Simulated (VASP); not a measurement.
Write the native input for VASP 6.6.1 that does the following.

```yaml
Task: single point
Functional: PBE
Potentials_or_basis: VASP PAW PBE potentials, release 64 (Pb_d, Se)
Cutoff: 520 eV
k_mesh: 6 × 6 × 4
Occupations: gaussian, width 0.01 eV
Spin: no spin polarisation
Dipole_correction: no
Further_INCAR_settings: ALGO = Normal; EDIFF = 1e-06; NBANDS = 28
```

The structure of PbSe lies in POSCAR:

```
PbSe
1.0
    5.3097392711      0.0000000000      0.0000000000
   -2.6548696356      4.5983690962      0.0000000000
    0.0000000000      0.0000000000      6.3864170292
Pb Se
2 2
Direct
    0.3333333333      0.6666666667     -0.0648560059
    0.6666666667      0.3333333333      0.4351439941
    0.3333333333      0.6666666667      0.4398560059
    0.6666666667      0.3333333333      0.9398560059
```

The input as run:

INCAR

```
ALGO = Normal
EDIFF = 1E-6
ENCUT = 520
GGA = PE
ISIF = 2
ISMEAR = 0
LASPH = True
LCHARG = False
LREAL = False
LWAVE = False
NBANDS = 28
NELM = 60
PREC = Accurate
SIGMA = 0.01
```

KPOINTS

```
k-points
0
Gamma
  6 6 4
```

Potentials or basis: VASP PAW PBE potentials, release 64 (Pb_d, Se).

Launch:

```console
$ cat potpaw_PBE.64/Pb_d/POTCAR potpaw_PBE.64/Se/POTCAR > POTCAR
$ mpirun -np 1 vasp_std > vasp.out
```

Results of the run:

The pressure is -1.9 GPa, the largest force is 0.013 eV/Å and the band gap on the k mesh is 1.25 eV.

Caveat: spin-orbit coupling is left out, which moves the levels of the heavy elements.

Wall time 110 s on 1 thread of AMD EPYC 7R43 64-Core Processor (Zen 3), with other jobs on the host, peak memory 0.26 GiB.
